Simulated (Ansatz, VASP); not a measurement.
One calculation of ZnS, two programs

```
Zn S
1.0
     3.81100    0.00000    0.00000
    -1.90550    3.30042    0.00000
     0.00000    0.00000    6.23400
Zn S
2 2
Cartesian
  0.0000 2.2003 0.0318
  1.9055 1.1001 3.1488
  0.0000 2.2003 2.3683
  1.9055 1.1001 5.4853
```

Alike in both runs: functional PBE; k mesh 9 × 9 × 6; occupations gaussian, width 0.02 eV; no spin polarisation.

Ansatz relaxed the structure, and its values are those at the end. VASP's run is a single point on that final structure, the one shown.

```csv
,VASP,Ansatz
version,VASP 6.6.1,Ansatz 0.2.0
potentials or method,"VASP PAW PBE potentials, release 64 (Zn, S), cutoff 500 eV","scalar-relativistic, plane waves, PAW"
valence electrons in the cell,36,36
```

```csv
,VASP,Ansatz,Ansatz less VASP
gap on the k mesh at the Fermi level (eV),2.22,2.22,-0.005
least direct gap on the mesh (eV),2.22,2.22,-0.005
pressure (GPa),2.3,2.2,-0.15
```

The functional is the same, so the differences come from potentials, cutoffs and numerics. Ansatz's warnings: stress scf threshold loose.
